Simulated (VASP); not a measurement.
Bi: relaxation of cell and atoms with PBE

Crystal: Bi.

```
CELL_PARAMETERS angstrom
-1.90072 1.90072 1.90072
1.90072 -1.90072 1.90072
1.90072 1.90072 -1.90072
ATOMIC_POSITIONS crystal
Bi 0.00000 0.00000 0.00000
```

| Item | Value |
| --- | --- |
| Program | VASP 6.6.1 |
| Task | relaxation of cell and atoms |
| Functional | PBE |
| Potentials or basis | VASP PAW PBE potentials, release 64 (Bi_d) |
| Cutoff | 600 eV |
| k mesh | 8 × 8 × 8 |
| Occupations | gaussian, width 0.1 eV |
| Spin | no spin polarisation |
| Target pressure | 10.1 GPa |
| Dipole correction | no |
| Further INCAR settings | ALGO = Fast; EDIFF = 1e-06; IBRION = 2; EDIFFG = -0.05; NSW = 80; ISIF = 3 |

```
Pressure after relaxing : 10.1 GPa
```

Final structure:
```
Bi
1.0
    -1.90072    1.90072    1.90072
     1.90072   -1.90072    1.90072
     1.90072    1.90072   -1.90072
Bi
1
Direct
  0.00000 0.00000 0.00000
```

Levels at points of the mesh, in eV from the Fermi level:
| k point | band 5 | band 6 | band 7 | band 8 | band 9 | band 10 |
| --- | --- | --- | --- | --- | --- | --- |
| (0.00, 0.00, 0.00) | -22.94 | -14.43 | 6.12 | 6.12 | 6.12 | 10.51 |
| (0.50, 0.00, 0.00) | -22.82 | -10.62 | -5.82 | 1.85 | 3.82 | 6.49 |
| (0.50, 0.50, 0.50) | -22.85 | -7.90 | -2.07 | -2.07 | -2.07 | 3.45 |

Run time: 13 s on 1 thread of Intel(R) Xeon(R) Platinum 8259CL CPU @ 2.50GHz (Skylake/Cascade Lake), on a shared host, peak memory 0.15 GiB.

Caveat: the relaxation stopped at its first step, so nothing moved; the cell is relaxed towards a set pressure, so the enthalpy falls and the energy may rise; spin-orbit coupling is left out, which moves the levels of the heavy elements.
